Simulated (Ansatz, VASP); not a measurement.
W in VASP and in Ansatz

```
W
1.0
     2.79407   -0.00383   -0.19264
    -1.40035    2.42548    0.00000
     1.23538    0.71324    2.24394
W
1
Direct
  0.00000 0.00000 0.00000
```

Change from the starting cell: band edges of the strained film's bulk.

Alike in both runs: task single point; functional PBEsol; k mesh 12 × 12 × 15; occupations gaussian, width 0.1 eV; no spin polarisation.

|  | VASP | Ansatz |
| --- | --- | --- |
| version | VASP 6.6.1 | Ansatz 0.2.0 |
| potentials or method | VASP PAW PBE potentials, release 64 (W_sv), cutoff 520 eV | scalar-relativistic, plane waves, PAW |
| valence electrons in the cell | 14 | 14 |

|  | VASP | Ansatz | Ansatz less VASP |
| --- | --- | --- | --- |
| gap on the k mesh at the Fermi level (eV) | none | none | - |
| pressure (GPa) | 2.2 | 1.6 | -0.60 |
| traceless stress, the component that is largest in VASP (GPa) | 1.67 | 1.66 | -0.014 |

VASP's potentials were made for PBE, not for PBEsol. A gap of «none» marks a metal or a gap that the smearing closes. With one functional, cell and mesh, what is left measures potentials, basis and numerics.

Neither program's run includes spin-orbit coupling.
